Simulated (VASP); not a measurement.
Input of a VASP 6.6.1 run:

POSCAR

```
AlRu
1.0
    3.0121572611      0.0000000000      0.0000000000
    0.0000000000      3.0121572611      0.0000000000
    0.0000000000      0.0000000000      3.0121572611
Al Ru
1 1
Direct
    0.0000000000      0.0000000000      0.0000000000
    0.5000000000      0.5000000000      0.5000000000
```

File INCAR.step1:

```
ALGO = Normal
EDIFF = 1E-4
ENCUT = 520
GGA = PE
ISMEAR = 0
LASPH = T
LCHARG = F
LREAL = F
LWAVE = T
NBANDS = 16
NELM = 60
PREC = Accurate
SIGMA = 0.1
```

The input INCAR.step2:

```
ALGO = Normal
EDIFF = 1E-7
ENCUT = 520
ISIF = 2
ISMEAR = 0
ISTART = 1
LASPH = T
LCHARG = F
LMIXTAU = T
LREAL = F
LWAVE = F
METAGGA = R2SCAN
NBANDS = 16
NELM = 60
PREC = Accurate
SIGMA = 0.1
```

KPOINTS

```
k-points
0
Gamma
  14 14 14
```

Potentials or basis: VASP PAW PBE potentials, release 64 (Al, Ru_pv).

Run with:

```bash
$ cat potpaw_PBE.64/Al/POTCAR potpaw_PBE.64/Ru_pv/POTCAR > POTCAR
$ cp INCAR.step1 INCAR
$ mpirun -np 1 vasp_std > vasp.out
$ cp INCAR.step2 INCAR
$ mpirun -np 1 vasp_std > vasp.out
```

**Question.** Predict the pressure.

**Answer.** -6.0 GPa.

Caveat: the PAW data sets were made with another functional, which shifts forces and pressure a little.
